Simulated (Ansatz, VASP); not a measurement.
## One calculation of Al2Cu, two programs

POSCAR

```
Al2Cu
1.0
    4.0880282815      0.0000000000      0.0000000000
    0.0000000000      4.0880282815      0.0000000000
    0.0000000000      0.0000000000      2.8940952748
Al Cu
2 1
Direct
    0.5000000000      0.0000000000      0.5000000000
    0.0000000000      0.5000000000      0.5000000000
    0.0000000000      0.0000000000      0.0000000000
```

File INCAR.step1:

```
SYSTEM = Al2Cu
ALGO = Normal ; EDIFF = 1E-4
ENCUT = 520 ; GGA = PE
ISMEAR = 0 ; LASPH = .TRUE.
LCHARG = .FALSE. ; LREAL = .FALSE.
LWAVE = .TRUE. ; NBANDS = 16
NELM = 100 ; PREC = Accurate
SIGMA = 0.15
```

Contents of INCAR.step2:

```
SYSTEM = Al2Cu
ALGO = Normal ; EDIFF = 1E-7
ENCUT = 520 ; ISIF = 2
ISMEAR = 0 ; ISTART = 1
LASPH = .TRUE. ; LCHARG = .TRUE.
LELF = .TRUE. ; LMIXTAU = .TRUE.
LREAL = .FALSE. ; LVHAR = .TRUE.
LWAVE = .FALSE. ; METAGGA = R2SCAN
NBANDS = 16 ; NELM = 100
PREC = Accurate ; SIGMA = 0.15
```

KPOINTS

```
k-points
0
G
  12 12 16
  0 0 0
```

Input for Ansatz:

```yaml
crystal:
  lattice:
    - [4.0880282815, 0.0, 0.0]
    - [0.0, 4.0880282815, 0.0]
    - [0.0, 0.0, 2.8940952748]
  atoms:
    - { symbol: Al, position: [0.5, 0.0, 0.5] }
    - { symbol: Al, position: [0.0, 0.5, 0.5] }
    - { symbol: Cu, position: [0.0, 0.0, 0.0] }
basis:
  ecutwfc: 500
kpoints:
  mp_grid: { grid: [12, 12, 16] }
hamiltonian:
  xc: r2scan
scf:
  occupations: { method: gaussian, width: 0.15 }
output:
  forces: true
  stress: true
  eigenvalues: true
```

Change from the starting cell: strain +0.000 along x and y, +0.015 along z, atoms carried along.

Alike in both runs: task single point; functional r2SCAN; k mesh 12 × 12 × 16; occupations gaussian, width 0.15 eV; no spin polarisation.

```csv
,VASP,Ansatz
version,VASP 6.6.1,Ansatz 0.2.0
potentials or method,"VASP PAW PBE potentials, release 64 (Al, Cu), cutoff 520 eV","scalar-relativistic, plane waves, PAW"
valence electrons in the cell,17,25
```

```tsv
	VASP	Ansatz	Ansatz less VASP
gap on the k mesh at the Fermi level (eV)	none	none	-
pressure (GPa)	-1.5	-1.4	+0.12
traceless stress, the component that is largest in VASP (GPa)	-1.56	-1.62	-0.053
```

VASP's potentials were made for PBE, not for r2SCAN. A gap of «none» marks a metal or a gap that the smearing closes. VASP's potentials hold 17 valence electrons a cell and Ansatz's 25, so a difference there can come from the potentials and not from the codes.
